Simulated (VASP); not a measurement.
The system is ReSb2.

```xyz
3
Lattice="4.1111 0.0000 0.0000 0.0000 4.1111 0.0000 0.0000 0.0000 5.8140" Properties=species:S:1:pos:R:3 pbc="T T T"
Re    0.0000    0.0000    0.0000
Sb    0.0000    0.0000    2.9070
Sb    2.0556    2.0556    0.0000
```

| Property | Result |
| --- | --- |
| Program | VASP 6.6.1 |
| Task | relaxation of cell and atoms |
| Functional | PBE |
| Potentials or basis | VASP PAW PBE potentials, release 64 (Re, Sb) |
| Cutoff | 600 eV |
| k mesh | 4 × 4 × 4 |
| Occupations | gaussian, width 0.1 eV |
| Spin | no spin polarisation |

At the start: pressure -14.1 GPa; volume 32.75 Å³/atom.

Q: How do energy, volume and symmetry change on relaxing?

A: Over 7 steps the energy falls by 421.8 meV/atom and the volume is 25.59 Å³/atom (-21.9 %); space group P4/mmm (No. 123, to 0.05 Å).

The path:
```
step  energy change (eV)  largest force (eV/Å)  pressure (GPa)  volume (Å³)
   1              0.0000                0.0000          -14.14        98.26
   2              0.0940                0.0000           34.47        62.54
   3             -1.2623                0.0000           -1.13        77.63
   4             -1.2650                0.0000           -0.34        77.03
   5             -1.2650                0.0000            0.20        76.64
   6             -1.2649                0.0000           -0.32        76.96
   7             -1.2654                0.0000           -0.03        76.78
```

Final structure:
```yaml
crystal:
  lattice:
    - [3.82488, 0.00000, 0.00000]
    - [0.00000, 3.82488, 0.00000]
    - [0.00000, 0.00000, 5.24856]
  atoms:
    - { symbol: Re, position: [0.00000, 0.00000, 0.00000] }
    - { symbol: Sb, position: [0.00000, 0.00000, 0.50000] }
    - { symbol: Sb, position: [0.50000, 0.50000, 0.00000] }
```

Caveat: the k points lie up to 0.41 Å⁻¹ apart in the final cell; the volume moved by over 15 % at a fixed basis, so the end points are rough.
